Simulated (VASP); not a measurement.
# PbS (P-6m2) in VASP: a series of runs

PbS is run at these levels: BLYP, PBEsol, LDA; tasks: single point.

All numbers are computed with VASP 6.6.1; they aren't measurements. Logs are shortened: lines on timing, memory, paths and dates and some standing lists are left out, and cuts for length are marked.

## Step 1: The cell of the first run

The structure is hexagonal, space group P-6m2 (No. 187). Conventional cell: a = 4.090 Å, b = 4.090 Å, c = 3.788 Å, α = 90.00°, β = 90.00°, γ = 120.00°. Pb (site symmetry -6m2) has 6 S at 3.03 Å and 2 Pb at 3.79 Å within 4.0 Å. Within 4.0 Å of S (site symmetry -6m2) lie 6 Pb at 3.03 Å and 2 S at 3.79 Å.

## Step 2: Single point, BLYP

Input file INCAR:

```
  PREC = Accurate
  ENCUT = 500
  EDIFF = 1E-6
  ISMEAR = -1
  SIGMA = 0.05
  LREAL = False
  LASPH = True
  NELM = 120
  ALGO = Normal
  ISIF = 2
  LWAVE = False
  LCHARG = True
  GGA = B5
  ALDAX = 1.0
  AGGAX = 1.0
  AGGAC = 1.0
  ALDAC = 0.0
  LELF = True
  LVHAR = True
  NBANDS = 17
  GGA_COMPAT = False
```

Input file KPOINTS:

```
Automatic mesh
0
Gamma
  6 6 6
```

Input file POSCAR:

```
PbS
1.0
    4.0896980000      0.0000000000      0.0000000000
   -2.0448490000      3.5417823618      0.0000000000
    0.0000000000      0.0000000000      3.7881670000
Pb S
1 1
Direct
    0.0000000000      0.0000000000      0.0000000000
    0.6666670000      0.3333330000      0.5000000000
```

Potentials or basis: VASP PAW PBE potentials, release 64 (Pb_d, S).

Started as:

```console
$ cat potpaw_PBE.64/Pb_d/POTCAR potpaw_PBE.64/S/POTCAR > POTCAR
$ mpirun -np 1 vasp_std > vasp.out
```

OUTCAR:

```text
PREC = Accurate
   ENCUT = 500
   EDIFF = 1E-6
   ISMEAR = -1
   LREAL = False
   LASPH = True
   NELM = 120
   ISIF = 2
   GGA = B5

 ion  position               nearest neighbor table
   1  0.000  0.000  0.000-   2 3.03   2 3.03   2 3.03   2 3.03   2 3.03   2 3.03
   2  0.667  0.333  0.500-   1 3.03   1 3.03   1 3.03   1 3.03   1 3.03   1 3.03

  LATTYP: Found a hexagonal cell.
 ALAT       =     4.0896980000
 C/A-ratio  =     0.9262705950

  Lattice vectors:

 A1 = (   4.0896980000,   0.0000000000,   0.0000000000)
 A2 = (  -2.0448490000,   3.5417823618,   0.0000000000)
 A3 = (   0.0000000000,   0.0000000000,   3.7881670000)

Analysis of symmetry for initial positions (statically):
=====================================================================
 Subroutine PRICEL returns:
 Original cell was already a primitive cell.

 Routine SETGRP: Setting up the symmetry group for a
 hexagonal supercell.

 Subroutine GETGRP returns: Found 12 space group operations
 (whereof 12 operations were pure point group operations)
 out of a pool of 24 trial point group operations.

The static configuration has the point symmetry D_3h.

Analysis of symmetry for dynamics (positions and initial velocities):
=====================================================================
 Subroutine PRICEL returns:
 Original cell was already a primitive cell.

 Routine SETGRP: Setting up the symmetry group for a
 hexagonal supercell.

 Subroutine GETGRP returns: Found 12 space group operations
 (whereof 12 operations were pure point group operations)
 out of a pool of 24 trial point group operations.

The dynamic configuration has the point symmetry D_3h.

 Subroutine INISYM returns: Found 12 space group operations
 (whereof 12 operations are pure point group operations),
 and found     1 'primitive' translations

----------------------------------------------------------------------------------------

                                     Primitive cell

  volume of cell :      54.8709

  direct lattice vectors                    reciprocal lattice vectors
     4.089698000  0.000000000  0.000000000     0.244516832  0.141171859  0.000000000
    -2.044849000  3.541782362  0.000000000     0.000000000  0.282343718  0.000000000
     0.000000000  0.000000000  3.788167000     0.000000000  0.000000000  0.263979914

  length of vectors
     4.089698000  4.089698000  3.788167000     0.282343718  0.282343718  0.263979914

  position of ions in fractional coordinates (direct lattice)
     0.000000000  0.000000000  0.000000000
     0.666667000  0.333333000  0.500000000

  ion indices of the primitive-cell ions
   primitive index   ion index
                 1           1
                 2           2

----------------------------------------------------------------------------------------

 KPOINTS: Automatic mesh

Automatic generation of k-mesh.
 Grid dimensions read from file:
 generate k-points for:    6    6    6

 Generating k-lattice:

  Cartesian coordinates                     Fractional coordinates (reciprocal lattice)
     0.040752805  0.023528643  0.000000000     0.166666667  0.000000000  0.000000000
     0.000000000  0.047057286  0.000000000     0.000000000  0.166666667  0.000000000
     0.000000000  0.000000000  0.043996652     0.000000000  0.000000000  0.166666667

  Length of vectors
     0.047057286  0.047057286  0.043996652

  Shift w.r.t. Gamma in fractional coordinates (k-lattice)
     0.000000000  0.000000000  0.000000000

 Subroutine IBZKPT returns following result:
 ===========================================

 Found     28 irreducible k-points:

 Following reciprocal coordinates:
            Coordinates               Weight
  0.000000  0.000000  0.000000      1.000000
  0.166667  0.000000  0.000000      6.000000
  0.333333  0.000000  0.000000      6.000000
  0.500000 -0.000000  0.000000      3.000000
  0.166667  0.166667  0.000000      6.000000
  0.333333  0.166667  0.000000     12.000000
[... 16 lines left out ...]
  0.166667  0.000000  0.500000      6.000000
  0.333333  0.000000  0.500000      6.000000
 [... further k-points ...]
   k-points           NKPTS =     28   k-points in BZ     NKDIM =     28   number of bands    NBANDS=     17
   number of dos      NEDOS =    301   number of ions     NIONS =      2
   total plane-waves  NPLWV =  25200
   dimension x,y,z NGX =    30 NGY =   30 NGZ =   28
   dimension x,y,z NGXF=    60 NGYF=   60 NGZF=   56
   ions per type =               1   1
   NGX,Y,Z   is equivalent  to a cutoff of  12.19, 12.19, 12.29 a.u.
   NGXF,Y,Z  is equivalent  to a cutoff of  24.39, 24.39, 24.58 a.u.
 SYSTEM =  unknown system
   PREC   = accura    normal or accurate (medium, high low for compatibility)
   ISTART =      0    job   : 0-new  1-cont  2-samecut
   ICHARG =      2    charge: 1-file 2-atom 10-const
   ISPIN  =      1    spin polarized calculation?
   LNONCOLLINEAR =      F non collinear calculations
   LSORBIT =      F    spin-orbit coupling
   LASPH  =      T    aspherical Exc in radial PAW
   ENCUT  =  500.0 eV  36.75 Ry    6.06 a.u.   7.46  7.46  6.91*2*pi/ulx,y,z
   NELM   =    120;   NELMIN=  2; NELMDL= -5     # of ELM steps
   EDIFF  = 0.1E-05   stopping-criterion for ELM
   LREAL  =      F    real-space projection
   EDIFFG = 0.1E-04   stopping-criterion for IOM
   NSW    =      0    number of steps for IOM
   IBRION =     -1    ionic relax: 0-MD 1-quasi-New 2-CG
   NFREE  =      0    steps in history (QN), initial steepest desc. (CG)
   ISIF   =      2    stress and relaxation
   ISYM   =      2    0-nonsym 1-usesym 2-fastsym
   POTIM  = 0.5000    time-step for ionic-motion
   TEBEG  =    0.0;   TEEND  =   0.0 temperature during run
   PSTRESS=    0.0 pullay stress
   NELECT =      20.0000    total number of electrons
   NUPDOWN=      -1.0000    fix difference up-down
   EMIN   =  10.00;   EMAX   =-10.00  energy-range for DOS
   EFERMI =   0.00;   METHOD = LEGACY
   ISMEAR =    -1;   SIGMA  =   0.05  broadening in eV -4-tet -1-fermi 0-gaus
   EFERMI_NEDOS =   21; number of points for ismear=-14 and -15
   IALGO  =     38    algorithm
   IMIX   =      4    mixing-type and parameters
     AMIX     =   0.40;   BMIX     =  1.00
     AMIX_MAG =   1.60;   BMIX_MAG =  1.00
  volume/ion in A,a.u.               =      27.44       185.14
  Fermi-wavevector in a.u.,A,eV,Ry     =   1.169421  2.209885 18.606574  1.367545
  Thomas-Fermi vector in A             =   2.305894
   LORBIT       =      0    0 simple, 1 ext, 2 COOP (PROOUT), +10 PAW based schemes
   GGA     = B5    functional components
   LHFCALC =     F    Hartree Fock is set to
   AEXX    =    0.0000 exact exchange contribution
   IVDW    =     0    specifies the selected vdW correction
   LEPSILON=     F    determine dielectric tensor
   LRPA    =     F    only Hartree local field effects (RPA)
 non-spin polarized calculation
  energy-cutoff  :      500.00
  volume of cell :       54.87
 maximum number of plane-waves:      1409
 NGX is ok and might be reduce to    30
   NGX = 15   NGY = 15   NGZ = 13

 number of electron      19.9999998 magnetization

 Free energy of the ion-electron system (eV)
  ---------------------------------------------------
  ext. energy  EPLUGINS =         0.00000000
  ---------------------------------------------------
  free energy    TOTEN  =        -7.46645410 eV

  energy without entropy =       -7.46565687  energy(sigma->0) =       -7.46605548

 E-fermi :   5.6142     XC(G=0):  -8.8928

 val. band max:        5.5927187142   @ k =   0.0000   0.0000   0.5000
 cond. band min:       5.6833121343   @ k =   0.3333   0.3333   0.0000
 fundamental gap:      0.0905934201
 Fermi energy:         5.6141652761

 k-point     1 :       0.0000    0.0000    0.0000
  band No.  band energies     occupation
      1     -11.3021      2.00000
      2     -11.2794      2.00000
      3     -11.2794      2.00000
      4     -11.1828      2.00000
      5     -11.1828      2.00000
      6      -7.5351      2.00000
[... 9 lines left out ...]
     16      16.7532      0.00000
     17      16.7549      0.00000

 k-point     2 :       0.1667    0.0000    0.0000
  band No.  band energies     occupation
      1     -11.2971      2.00000
      2     -11.2833      2.00000
      3     -11.2637      2.00000
      4     -11.1909      2.00000
      5     -11.1846      2.00000
      6      -7.3247      2.00000
[... 9 lines left out ...]
     16      15.8176      0.00000
     17      16.4487      0.00000

 k-point     3 :       0.3333    0.0000    0.0000
  band No.  band energies     occupation
      1     -11.3075      2.00000
      2     -11.2711      2.00000
      3     -11.2321      2.00000
      4     -11.2071      2.00000
      5     -11.1881      2.00000
      6      -6.8034      2.00000
[... 9 lines left out ...]
     16      16.4691      0.00000
     17      16.7585      0.00000

 k-point     4 :       0.5000   -0.0000    0.0000
  band No.  band energies     occupation
      1     -11.3153      2.00000
      2     -11.2626      2.00000
      3     -11.2161      2.00000
      4     -11.2151      2.00000
      5     -11.1899      2.00000
      6      -6.4538      2.00000
[... 9 lines left out ...]
     16      16.9629      0.00000
     17      17.1127      0.00000
[... 343 lines left out ...]
      1     -11.2709      2.00000
      2     -11.2709      2.00000
      3     -11.2281      2.00000
      4     -11.2281      2.00000
      5     -11.1849      2.00000
      6      -6.4348      2.00000
[... 9 lines left out ...]
     16      14.4796      0.00000
     17      14.4797      0.00000

 k-point    23 :       0.1667    0.0000    0.5000
  band No.  band energies     occupation
      1     -11.2739      2.00000
      2     -11.2562      2.00000
      3     -11.2507      2.00000
      4     -11.2311      2.00000
      5     -11.1748      2.00000
      6      -6.2937      2.00000
[... 9 lines left out ...]
     16      14.5876      0.00000
     17      15.5696      0.00000

 k-point    24 :       0.3333    0.0000    0.5000
  band No.  band energies     occupation
      1     -11.2939      2.00000
      2     -11.2819      2.00000
      3     -11.2371      2.00000
      4     -11.2265      2.00000
      5     -11.1531      2.00000
      6      -5.9910      2.00000
[... 9 lines left out ...]
     16      16.2837      0.00000
     17      17.9170      0.00000

 [... further k-points ...]

------------------------ aborting loop because EDIFF is reached ----------------------------------------

  FORCE on cell =-STRESS in cart. coord.  units (eV):
  Direction    XX          YY          ZZ          XY          YZ          ZX
  --------------------------------------------------------------------------------------
  -------------------------------------------------------------------------------------
  Total        1.0044469      1.0044469      1.2667916      0.0000000      0.0000000     -0.0000000
  in kB       29.3288718     29.3288718     36.9890792      0.0000000      0.0000000     -0.0000000
  external PRESSURE =      31.8822743 kB  Pullay stress =       0.0000000 kB

 VOLUME and BASIS-vectors are now :
 -----------------------------------------------------------------------------
  energy-cutoff  :      500.00
  volume of cell :       54.87
      direct lattice vectors                 reciprocal lattice vectors
     4.089698000  0.000000000  0.000000000     0.244516832  0.141171859  0.000000000
    -2.044849000  3.541782362  0.000000000     0.000000000  0.282343718  0.000000000
     0.000000000  0.000000000  3.788167000     0.000000000  0.000000000  0.263979914

 POSITION                                       TOTAL-FORCE (eV/Angst)
 -----------------------------------------------------------------------------------
      0.00000      0.00000      0.00000         0.000000      0.000000      0.000000
      2.04485      1.18059      1.89408         0.000000      0.000000      0.000000
 -----------------------------------------------------------------------------------
    total drift:                               -0.001098      0.000634      0.000000

  FREE ENERGIE OF THE ION-ELECTRON SYSTEM (eV)
  ---------------------------------------------------
  free  energy   TOTEN  =        -7.4664540995 eV

  energy  without entropy=       -7.4656568687  energy(sigma->0) =       -7.46605548
```

Wall time 66 s (1 thread of AMD EPYC 7R13, shared host); peak memory 0.15 GiB.

What came out:

- Free energy: -7.4665 eV
- Pressure: 3.2 GPa
- Band gap on the k mesh: zero (band 10 reaches 5.68 eV, above the bottom of band 11 at 5.33 eV)

Caveat: the PAW data sets were made with another functional, which shifts forces and pressure a little; spin-orbit coupling is left out, which moves the levels of the heavy elements.

## Step 3: Single point, PBEsol

Input file INCAR:

```
  PREC = Accurate
  ENCUT = 500
  EDIFF = 1E-6
  ISMEAR = -1
  SIGMA = 0.05
  LREAL = False
  LASPH = True
  NELM = 120
  ALGO = Normal
  ISIF = 2
  LWAVE = False
  LCHARG = False
  GGA = PS
  NBANDS = 17
  GGA_COMPAT = False
```

Input file KPOINTS:

```
regular mesh
0
Gamma
  6 6 6
```

POSCAR is that of step 2.

Potentials or basis: VASP PAW PBE potentials, release 64 (Pb_d, S).

Started as:

```console
$ cat potpaw_PBE.64/Pb_d/POTCAR potpaw_PBE.64/S/POTCAR > POTCAR
$ mpirun -np 1 vasp_std > vasp.out
```

Run time: 40 s. Hardware: 1 thread of AMD EPYC 7R13, shared host; peak memory 0.15 GiB.

Results (log left out):

* Free energy: -9.1903 eV
* Pressure: -3.0 GPa
* Band gap on the k mesh: zero (band 10 reaches 5.18 eV, above the bottom of band 11 at 4.64 eV)

Stress tensor (GPa, compression positive):
```
-2.94  0.00  0.00
 0.00 -2.94  0.00
 0.00  0.00 -3.11
```

Levels at points of the mesh, in eV from the Fermi level:
```csv
k point,band 6,band 7,band 8,band 9,band 10,band 11,band 12,band 13,band 14,band 15
"(0.00, 0.00, 0.00)",-13.21,-6.52,-2.22,-1.73,-1.73,3.36,3.36,5.12,6.41,6.84
"(0.50, 0.00, 0.00)",-12.10,-8.55,-2.76,-1.89,-1.22,1.83,3.83,5.19,5.25,10.93
"(0.00, 0.00, 0.50)",-12.09,-9.06,-1.14,-1.14,-0.03,0.74,3.78,3.78,8.10,8.10
"(0.50, 0.00, 0.50)",-11.45,-7.47,-4.16,-4.12,-1.47,2.03,2.67,2.68,8.09,10.50
```

Caveat: the PAW data sets were made with another functional, which shifts forces and pressure a little; spin-orbit coupling is left out, which moves the levels of the heavy elements.

## Step 4: Single point, LDA

Input file INCAR:

```
SYSTEM = PbS
PREC = Accurate
ENCUT = 500
EDIFF = 1E-6
ISMEAR = -1
SIGMA = 0.05
LREAL = .FALSE.
LASPH = .TRUE.
NELM = 120
ALGO = Normal
ISIF = 2
LWAVE = .FALSE.
LCHARG = .FALSE.
GGA = CA
NBANDS = 17
GGA_COMPAT = .FALSE.
```

Input file KPOINTS:

```
Automatic mesh
0
G
  6 6 6
  0 0 0
```

POSCAR is that of step 3.

Potentials or basis: VASP PAW LDA potentials, release 64 (Pb_d, S).

Started as:

```console
$ cat potpaw_LDA.64/Pb_d/POTCAR potpaw_LDA.64/S/POTCAR > POTCAR
$ mpirun -np 1 vasp_std > vasp.out
```

Wall time 36 s (1 thread of AMD EPYC 7R13, shared host); peak memory 0.13 GiB.

It converged, with:

| Quantity | Value |
| --- | --- |
| Free energy | -9.6878 eV |
| Pressure | -4.5 GPa |
| Band gap on the k mesh | zero (band 10 reaches 5.08 eV, above the bottom of band 11 at 4.49 eV) |

Stress tensor (GPa, compression positive):
```
-4.35  0.00  0.00
 0.00 -4.35  0.00
 0.00  0.00 -4.75
```

Levels at points of the mesh, in eV from the Fermi level:
| k point | band 8 | band 9 | band 10 | band 11 | band 12 | band 13 |
| --- | --- | --- | --- | --- | --- | --- |
| (0.00, 0.00, 0.00) | -2.22 | -1.72 | -1.72 | 3.30 | 3.30 | 5.12 |
| (0.50, 0.00, 0.00) | -2.76 | -1.91 | -1.21 | 1.79 | 3.76 | 5.11 |
| (0.00, 0.00, 0.50) | -1.13 | -1.13 | -0.03 | 0.69 | 3.70 | 3.70 |
| (0.50, 0.00, 0.50) | -4.16 | -4.13 | -1.46 | 1.97 | 2.62 | 2.64 |

Caveat: spin-orbit coupling is left out, which moves the levels of the heavy elements.

## Step 5: The runs side by side

```tsv
level	potentials or basis	gap on the mesh (eV)	pressure (GPa)
BLYP	VASP PAW PBE potentials, release 64 (Pb_d, S)	none	3.2
PBEsol	VASP PAW PBE potentials, release 64 (Pb_d, S)	none	-3.0
LDA	VASP PAW LDA potentials, release 64 (Pb_d, S)	none	-4.5
```

Alike in all rows: task single point; no spin polarisation; cell as given; k mesh 6 × 6 × 6; cutoff (eV) 500; smearing fermi-dirac 0.05 eV.

Caveats: spin-orbit coupling is left out, which moves the levels of the heavy elements; the PAW data sets were made with another functional, which shifts forces and pressure a little (some runs).

Total energies depend on the potentials used, so only differences within one code and one set of settings carry meaning.
